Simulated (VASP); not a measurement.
A run of VASP 6.6.1 is set up as follows.

The input INCAR:

```
PREC = Accurate
ENCUT = 520
EDIFF = 1E-6
ISMEAR = 0
SIGMA = 0.1
LREAL = False
LASPH = True
NELM = 100
ALGO = Normal
ISIF = 2
LWAVE = False
LCHARG = False
GGA = PE
NBANDS = 34
```

File KPOINTS:

```
Automatic mesh
0
Gamma
  12 12 10
```

POSCAR

```
Y2RhC3
1.0
    5.5608445629      0.0000000000      0.0000000000
   -2.7804222814      4.8158326579      0.0000000000
    0.0000000000      0.0000000000      3.6815615177
Y Rh C
2 1 3
Direct
    0.3333333333      0.6666666667      0.0000000000
    0.6666666667      0.3333333333      0.0000000000
    0.0000000000      0.0000000000      0.0000000000
    0.5000000000      0.0000000000      0.5000000000
    0.5000000000      0.5000000000      0.5000000000
    0.0000000000      0.5000000000      0.5000000000
```

Potentials or basis: VASP PAW PBE potentials, release 64 (Y_sv, Rh_pv, C).

Run with:

```sh
$ cat potpaw_PBE.64/Y_sv/POTCAR potpaw_PBE.64/Rh_pv/POTCAR potpaw_PBE.64/C/POTCAR > POTCAR
$ mpirun -np 1 vasp_std > vasp.out
```

Estimate the band gap on the k mesh.

zero (an odd number of electrons rules out a gap without spin polarisation).

What does it give for the pressure?

-0.1 GPa.
